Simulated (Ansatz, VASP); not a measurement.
# Si3Te in VASP and in Ansatz

```
CELL_PARAMETERS angstrom
4.39369 0.00000 0.00000
0.00000 4.39369 0.00000
0.00000 0.00000 4.39369
ATOMIC_POSITIONS crystal
Si 0.00000 0.50000 0.50000
Si 0.50000 0.00000 0.50000
Si 0.50000 0.50000 0.00000
Te 0.00000 0.00000 0.00000
```

Change from the starting cell: species swapped into the Pr3Sn type (Pm-3m, No. 221).

Alike in both runs: task single point; functional PBE; k mesh 4 × 4 × 4; occupations gaussian, width 0.1 eV; no spin polarisation.

|  | VASP | Ansatz |
| --- | --- | --- |
| version | VASP 6.6.1 | Ansatz 0.2.0 |
| potentials or method | VASP PAW PBE potentials, release 64 (Si, Te), cutoff 520 eV | scalar-relativistic, plane waves, PAW |
| valence electrons in the cell | 18 | 28 |

|  | VASP | Ansatz | Ansatz less VASP |
| --- | --- | --- | --- |
| gap on the k mesh at the Fermi level (eV) | none | none | - |
| pressure (GPa) | -5.2 | -5.1 | +0.02 |

A gap of «none» marks a metal or a gap that the smearing closes. With one functional, cell and mesh, what is left measures potentials, basis and numerics. VASP's potentials hold 18 valence electrons a cell and Ansatz's 28, so a difference there can come from the potentials and not from the codes.

Neither program's run includes spin-orbit coupling.
